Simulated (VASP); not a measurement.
# MnS (I-4m2) in VASP: single point with PBEsol

Aim: the single point of MnS with PBEsol.

Program: VASP 6.6.1. These are calculated values, not measurements. Logs are shortened: lines on timing, memory, paths and dates and some standing lists are left out, and cuts for length are marked.

## Step 1: The cell of the first run

The structure is tetragonal, space group I-4m2 (No. 119). Conventional cell: a = 3.960 Å, b = 3.960 Å, c = 5.320 Å, α = 90.00°, β = 90.00°, γ = 90.00°. Mn (site symmetry -4m2) has 4 S at 2.39 Å within 3.2 Å. Within 3.2 Å of S (site symmetry -4m2) lie 4 Mn at 2.39 Å.

## Step 2: Single point, PBEsol, collinear spin, ferromagnetic start (strain -0.0500 x Voigt [0, 1, 0, 0, 0, 0])

The input, INCAR:

```
SYSTEM = MnS
ALGO = Normal ; EDIFF = 1E-7
ENCUT = 520 ; GGA = PS
ISIF = 2 ; ISMEAR = 0
ISPIN = 2 ; LASPH = .TRUE.
LCHARG = .TRUE. ; LELF = .TRUE.
LMAXMIX = 4 ; LORBIT = 11
LREAL = .FALSE. ; LVHAR = .TRUE.
LWAVE = .FALSE. ; MAGMOM = 4.52 0.12
NBANDS = 20 ; NELM = 150
PREC = Accurate ; SIGMA = 0.15
```

The input, KPOINTS:

```
k-points
0
G
  14 14 14
  0 0 0
```

The input, POSCAR:

```
MnS
1.0
    0.0000000000      2.6600000000      2.8000000000
    2.8000000000      0.0000000000      2.8000000000
    2.8000000000      2.6600000000      0.0000000000
Mn S
1 1
Direct
    0.0000000000      0.0000000000      0.0000000000
    0.7500000000      0.7500000000      0.7500000000
```

Potentials or basis: VASP PAW PBE potentials, release 64 (Mn_pv, S).

Command:

```sh
> cat potpaw_PBE.64/Mn_pv/POTCAR potpaw_PBE.64/S/POTCAR > POTCAR
> mpirun -np 1 vasp_std > vasp.out
```

OUTCAR:

```text
SYSTEM = MnS
   EDIFF = 1E-7
   ENCUT = 520
   GGA = PS
   ISIF = 2
   ISMEAR = 0
   ISPIN = 2
   LASPH = .TRUE.
   LORBIT = 11
   LREAL = .FALSE.
   NELM = 150
   PREC = Accurate

 ion  position               nearest neighbor table
   1  0.000  0.000  0.000-   2 2.39   2 2.39   2 2.39   2 2.39
   2  0.750  0.750  0.750-   1 2.39   1 2.39   1 2.39   1 2.39

  LATTYP: Found a body centered tetragonal cell.
 ALAT       =     3.9597979746
 C/A-ratio  =     1.3435028843

  Lattice vectors:

 A1 = (   0.0000000000,  -2.6600000000,   2.8000000000)
 A2 = (   0.0000000000,  -2.6600000000,  -2.8000000000)
 A3 = (   2.8000000000,   2.6600000000,   0.0000000000)

Analysis of symmetry for initial positions (statically):
=====================================================================
 Subroutine PRICEL returns:
 Original cell was already a primitive cell.

 Routine SETGRP: Setting up the symmetry group for a
 body centered tetragonal supercell.

 Subroutine GETGRP returns: Found  8 space group operations
 (whereof  8 operations were pure point group operations)
 out of a pool of 16 trial point group operations.

The static configuration has the point symmetry D_2d.

Analysis of symmetry for dynamics (positions and initial velocities):
=====================================================================
 Subroutine PRICEL returns:
 Original cell was already a primitive cell.

 Routine SETGRP: Setting up the symmetry group for a
 body centered tetragonal supercell.

 Subroutine GETGRP returns: Found  8 space group operations
 (whereof  8 operations were pure point group operations)
 out of a pool of 16 trial point group operations.

The dynamic configuration has the point symmetry D_2d.

Analysis of structural, dynamic, and magnetic symmetry:
=====================================================================
 Subroutine PRICEL returns:
 Original cell was already a primitive cell.

 Routine SETGRP: Setting up the symmetry group for a
 body centered tetragonal supercell.

 Subroutine GETGRP returns: Found  8 space group operations
 (whereof  8 operations were pure point group operations)
 out of a pool of 16 trial point group operations.

The overall configuration has the point symmetry D_2d.

 Subroutine INISYM returns: Found  8 space group operations
 (whereof  8 operations are pure point group operations),
 and found     1 'primitive' translations

----------------------------------------------------------------------------------------

                                     Primitive cell

  volume of cell :      41.7088

  direct lattice vectors                    reciprocal lattice vectors
     0.000000000  2.660000000  2.800000000    -0.178571429  0.187969925  0.178571429
     2.800000000  0.000000000  2.800000000     0.178571429 -0.187969925  0.178571429
     2.800000000  2.660000000  0.000000000     0.178571429  0.187969925 -0.178571429

  length of vectors
     3.862071983  3.959797975  3.862071983     0.314814553  0.314814553  0.314814553

  position of ions in fractional coordinates (direct lattice)
     0.000000000  0.000000000  0.000000000
     0.750000000  0.750000000  0.750000000

  ion indices of the primitive-cell ions
   primitive index   ion index
                 1           1
                 2           2

----------------------------------------------------------------------------------------

 KPOINTS: k-points

Automatic generation of k-mesh.
 Grid dimensions read from file:
 generate k-points for:   14   14   14

 Generating k-lattice:

  Cartesian coordinates                     Fractional coordinates (reciprocal lattice)
    -0.012755102  0.013426423  0.012755102     0.071428571  0.000000000  0.000000000
     0.012755102 -0.013426423  0.012755102     0.000000000  0.071428571  0.000000000
     0.012755102  0.013426423 -0.012755102     0.000000000  0.000000000  0.071428571

  Length of vectors
     0.022486754  0.022486754  0.022486754

  Shift w.r.t. Gamma in fractional coordinates (k-lattice)
     0.000000000  0.000000000  0.000000000

 Subroutine IBZKPT returns following result:
 ===========================================

 Found    244 irreducible k-points:

 Following reciprocal coordinates:
            Coordinates               Weight
  0.000000  0.000000  0.000000      1.000000
  0.071429  0.000000  0.000000      8.000000
  0.142857  0.000000  0.000000      8.000000
  0.214286  0.000000  0.000000      8.000000
  0.285714  0.000000  0.000000      8.000000
  0.357143  0.000000 -0.000000      8.000000
[... 16 lines left out ...]
  0.214286  0.142857  0.000000     16.000000
  0.285714  0.142857  0.000000     16.000000
 [... further k-points ...]
   k-points           NKPTS =    244   k-points in BZ     NKDIM =    244   number of bands    NBANDS=     20
   number of dos      NEDOS =    301   number of ions     NIONS =      2
   total plane-waves  NPLWV =  27000
   dimension x,y,z NGX =    30 NGY =   30 NGZ =   30
   dimension x,y,z NGXF=    60 NGYF=   60 NGZF=   60
   ions per type =               1   1
   NGX,Y,Z   is equivalent  to a cutoff of  12.91, 12.60, 12.91 a.u.
   NGXF,Y,Z  is equivalent  to a cutoff of  25.83, 25.19, 25.83 a.u.
 SYSTEM =  MnS
   PREC   = accura    normal or accurate (medium, high low for compatibility)
   ISTART =      0    job   : 0-new  1-cont  2-samecut
   ICHARG =      2    charge: 1-file 2-atom 10-const
   ISPIN  =      2    spin polarized calculation?
   LNONCOLLINEAR =      F non collinear calculations
   LSORBIT =      F    spin-orbit coupling
   LASPH  =      T    aspherical Exc in radial PAW
   ENCUT  =  520.0 eV  38.22 Ry    6.18 a.u.   7.18  7.36  7.18*2*pi/ulx,y,z
   NELM   =    150;   NELMIN=  2; NELMDL= -5     # of ELM steps
   EDIFF  = 0.1E-06   stopping-criterion for ELM
   LREAL  =      F    real-space projection
   EDIFFG = 0.1E-05   stopping-criterion for IOM
   NSW    =      0    number of steps for IOM
   IBRION =     -1    ionic relax: 0-MD 1-quasi-New 2-CG
   NFREE  =      0    steps in history (QN), initial steepest desc. (CG)
   ISIF   =      2    stress and relaxation
   ISYM   =      2    0-nonsym 1-usesym 2-fastsym
   POTIM  = 0.5000    time-step for ionic-motion
   TEBEG  =    0.0;   TEEND  =   0.0 temperature during run
   PSTRESS=    0.0 pullay stress
   NELECT =      19.0000    total number of electrons
   NUPDOWN=      -1.0000    fix difference up-down
   EMIN   =  10.00;   EMAX   =-10.00  energy-range for DOS
   EFERMI =   0.00;   METHOD = LEGACY
   ISMEAR =     0;   SIGMA  =   0.15  broadening in eV -4-tet -1-fermi 0-gaus
   EFERMI_NEDOS =   21; number of points for ismear=-14 and -15
   IALGO  =     38    algorithm
   IMIX   =      4    mixing-type and parameters
     AMIX     =   0.40;   BMIX     =  1.00
     AMIX_MAG =   1.60;   BMIX_MAG =  1.00
  volume/ion in A,a.u.               =      20.85       140.73
  Fermi-wavevector in a.u.,A,eV,Ry     =   1.259651  2.380395 21.588635  1.586720
  Thomas-Fermi vector in A             =   2.393200
   LORBIT       =     11    0 simple, 1 ext, 2 COOP (PROOUT), +10 PAW based schemes
   GGA     = PS    functional components
   LHFCALC =     F    Hartree Fock is set to
   AEXX    =    0.0000 exact exchange contribution
   IVDW    =     0    specifies the selected vdW correction
   LEPSILON=     F    determine dielectric tensor
   LRPA    =     F    only Hartree local field effects (RPA)
 spin polarized calculation
 Gauss-broadening in eV      SIGMA  =   0.15
  energy-cutoff  :      520.00
  volume of cell :       41.71
 maximum number of plane-waves:      1144
 NGX is ok and might be reduce to    30
   NGX = 15   NGY = 15   NGZ = 15

 number of electron      19.0000005 magnetization       4.7132726

 Free energy of the ion-electron system (eV)
  ---------------------------------------------------
  ext. energy  EPLUGINS =         0.00000000
  ---------------------------------------------------
  free energy    TOTEN  =       -14.77353382 eV

  energy without entropy =      -14.75889029  energy(sigma->0) =      -14.76621206

 E-fermi :   4.7102     XC(G=0):  -9.7781

 val. band max:        4.7089880867   @ k =  -0.2143   0.0000   0.1429
 cond. band min:       4.7119503576   @ k =   0.3571  -0.4286   0.0714
 fundamental gap:      0.0029622709
 Fermi energy:         4.7101783884

 spin component 1

 k-point     1 :       0.0000    0.0000    0.0000
  band No.  band energies     occupation
      1     -45.6657      1.00000
      2     -45.6558      1.00000
      3     -45.6558      1.00000
      4      -9.3394      1.00000
      5      -0.1821      1.00000
      6      -0.1821      1.00000
[... 12 lines left out ...]
     19      17.0497      0.00000
     20      17.2736      0.00000

 k-point     2 :       0.0714    0.0000    0.0000
  band No.  band energies     occupation
      1     -45.6658      1.00000
      2     -45.6559      1.00000
      3     -45.6558      1.00000
      4      -9.3058      1.00000
      5      -0.2276      1.00000
      6      -0.1709      1.00000
[... 498 lines left out ...]
 k-point    24 :       0.2857    0.1429    0.0000
  band No.  band energies     occupation
      1     -45.6668      1.00000
      2     -45.6576      1.00000
      3     -45.6563      1.00000
      4      -8.9212      1.00000
      5      -0.7604      1.00000
      6      -0.0409      1.00000
[... 12 lines left out ...]
     19      17.5261      0.00000
     20      20.0886      0.00000

 [... further k-points ...]

 spin component 2

 k-point     1 :       0.0000    0.0000    0.0000
  band No.  band energies     occupation
      1     -41.2903      1.00000
      2     -41.2873      1.00000
      3     -41.2873      1.00000
      4      -9.0177      1.00000
      5       1.3272      1.00000
      6       1.3272      1.00000
[... 12 lines left out ...]
     19      17.8816      0.00000
     20      18.2285      0.00000

 k-point     2 :       0.0714    0.0000    0.0000
  band No.  band energies     occupation
      1     -41.2904      1.00000
      2     -41.2875      1.00000
      3     -41.2874      1.00000
      4      -8.9859      1.00000
      5       1.2226      1.00000
      6       1.3295      1.00000
[... 498 lines left out ...]
 k-point    24 :       0.2857    0.1429    0.0000
  band No.  band energies     occupation
      1     -41.2920      1.00000
      2     -41.2896      1.00000
      3     -41.2881      1.00000
      4      -8.6235      1.00000
      5       0.2731      1.00000
      6       1.3045      1.00000
[... 12 lines left out ...]
     19      18.3943      0.00000
     20      20.9431      0.00000

 [... further k-points ...]
[... 5 lines left out ...]
  --------------------------------------------------------------------------------------
  -------------------------------------------------------------------------------------
  Total       -0.2132963      0.0076974     -0.2132963     -0.0000000      0.0000000      0.0000000
  in kB       -8.1934404      0.2956842     -8.1934404     -0.0000000      0.0000000      0.0000000
  external PRESSURE =      -5.3637322 kB  Pullay stress =       0.0000000 kB

 VOLUME and BASIS-vectors are now :
 -----------------------------------------------------------------------------
  energy-cutoff  :      520.00
  volume of cell :       41.71
      direct lattice vectors                 reciprocal lattice vectors
     0.000000000  2.660000000  2.800000000    -0.178571429  0.187969925  0.178571429
     2.800000000  0.000000000  2.800000000     0.178571429 -0.187969925  0.178571429
     2.800000000  2.660000000  0.000000000     0.178571429  0.187969925 -0.178571429

 POSITION                                       TOTAL-FORCE (eV/Angst)
 -----------------------------------------------------------------------------------
      0.00000      0.00000      0.00000        -0.000000      0.000000      0.000000
      4.20000      3.99000      4.20000         0.000000     -0.000000     -0.000000
 -----------------------------------------------------------------------------------
    total drift:                                0.000001     -0.000001      0.000001

  FREE ENERGIE OF THE ION-ELECTRON SYSTEM (eV)
  ---------------------------------------------------
  free  energy   TOTEN  =       -14.7735338225 eV

  energy  without entropy=      -14.7588902914  energy(sigma->0) =      -14.76621206

 total charge

# of ion       s       p       d       tot
------------------------------------------
    1        0.273   6.234   4.928  11.435
    2        1.311   2.426   0.000   3.737
--------------------------------------------------
tot          1.584   8.659   4.928  15.172

 magnetization (x)

# of ion       s       p       d       tot
------------------------------------------
    1        0.048   0.068   4.060   4.176
    2        0.010   0.053   0.000   0.063
--------------------------------------------------
tot          0.058   0.121   4.060   4.239
```

Run time: 7.2 min. Hardware: 1 thread of Intel Xeon Platinum 8259CL at 2.50GHz (Skylake/Cascade Lake), shared host; peak memory 0.41 GiB.

What came out:

```
Free energy                                           : -14.7735 eV
Pressure                                              : -0.5 GPa
Net moment                                            : 4.71 μB per cell
Site moments                                          : Mn +4.18; S +0.06 μB
Valence electrons inside the program's atomic spheres : Mn 11.44; S 3.74
```

Caveat: the cell differs from its parent crystal (strain -0.0500 x Voigt [0, 1, 0, 0, 0, 0]); the PAW data sets were made with another functional, which shifts forces and pressure a little; a cell with one magnetic atom can't hold antiferromagnetic order, which such compounds often take; semilocal functionals often make such compounds metallic where correlation or magnetic order opens a gap, which also shifts bond lengths.
